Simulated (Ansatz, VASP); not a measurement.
## MgH2 in VASP and in Ansatz

```
Mg H
1.0
     4.51680    0.00000    0.00000
     0.00000    4.51680    0.00000
     0.00000    0.00000    3.02050
Mg H
2 4
Direct
  0.00000 0.00000 0.00000
  0.50000 0.50000 0.50000
  0.30600 0.30600 0.00000
  0.19400 0.80600 0.50000
  0.69400 0.69400 0.00000
  0.80600 0.19400 0.50000
```

Alike in both runs: task relaxation of cell and atoms; functional PBEsol; k mesh 6 × 6 × 8; occupations gaussian, width 0.02 eV; no spin polarisation.

```csv
,VASP,Ansatz
version,VASP 6.6.1,Ansatz 0.2.0
potentials or method,"VASP PAW PBE potentials, release 64 (Mg, H), cutoff 600 eV","scalar-relativistic, plane waves, PAW"
valence electrons in the cell,8,24
```

```csv
,VASP,Ansatz,Ansatz less VASP
"gap on the k mesh at the Fermi level, each at its own relaxed structure (eV)",3.58,3.57,-0.007
relaxed volume (Å³/atom),10.02,10.05,+0.027
relaxed cell length with the largest relative difference (Å),3.005,3.008,+0.0030
```

VASP's potentials were made for PBE, not for PBEsol. VASP's potentials hold 8 valence electrons a cell and Ansatz's 24, so a difference there can come from the potentials and not from the codes.
